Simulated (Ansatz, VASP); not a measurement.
**CoSi2 in VASP and in Ansatz**

Contents of INCAR:

```
ALGO = Normal
EDIFF = 1E-6
ENCUT = 520
GGA = PE
ISIF = 2
ISMEAR = 0
LASPH = True
LCHARG = True
LELF = True
LREAL = False
LVHAR = True
LWAVE = False
NBANDS = 16
NELM = 80
PREC = Accurate
SIGMA = 0.15
```

File KPOINTS:

```
k-points
0
Gamma
  16 16 16
```

File POSCAR:

```
CoSi2
1.0
    0.0000000000      2.5459421067      2.6799390597
    2.5459421067      0.0000000000      2.6799390597
    2.5459421067      2.5459421067      0.0000000000
Co Si
1 2
Direct
    0.0000000000      0.0000000000      0.0000000000
    0.2500000000      0.2500000000      0.2500000000
    0.7500000000      0.7500000000      0.7500000000
```

Input for Ansatz:

```yaml
crystal:
  lattice:
    - [0.0, 2.5459421067, 2.6799390597]
    - [2.5459421067, 0.0, 2.6799390597]
    - [2.5459421067, 2.5459421067, 0.0]
  atoms:
    - { symbol: Co, position: [0.0, 0.0, 0.0] }
    - { symbol: Si, position: [0.25, 0.25, 0.25] }
    - { symbol: Si, position: [0.75, 0.75, 0.75] }
basis:
  ecutwfc: 420
kpoints:
  mp_grid: { grid: [16, 16, 16] }
hamiltonian:
  xc: pbe
scf:
  occupations: { method: gaussian, width: 0.15 }
output:
  forces: true
  stress: true
  eigenvalues: true
```

Change from the starting cell: strain -0.050 along x and y, +0.000 along z, atoms carried along.

Alike in both runs: task single point; functional PBE; k mesh 16 × 16 × 16; occupations gaussian, width 0.15 eV; no spin polarisation.

|  | VASP | Ansatz |
| --- | --- | --- |
| version | VASP 6.6.1 | Ansatz 0.2.0 |
| potentials or method | VASP PAW PBE potentials, release 64 (Co, Si), cutoff 520 eV | scalar-relativistic, plane waves, PAW |
| valence electrons in the cell | 17 | 25 |

VASP gave:

* gap on the k mesh at the Fermi level (eV): none
* pressure (GPa): 23.2
* traceless stress, the component that is largest in VASP (GPa): -3.72

Which values does Ansatz return?

gap on the k mesh at the Fermi level (eV): none; pressure (GPa): 23.3; traceless stress, the component that is largest in VASP (GPa): -3.73.

A gap of «none» marks a metal or a gap that the smearing closes. VASP's potentials hold 17 valence electrons a cell and Ansatz's 25, so a difference there can come from the potentials and not from the codes.
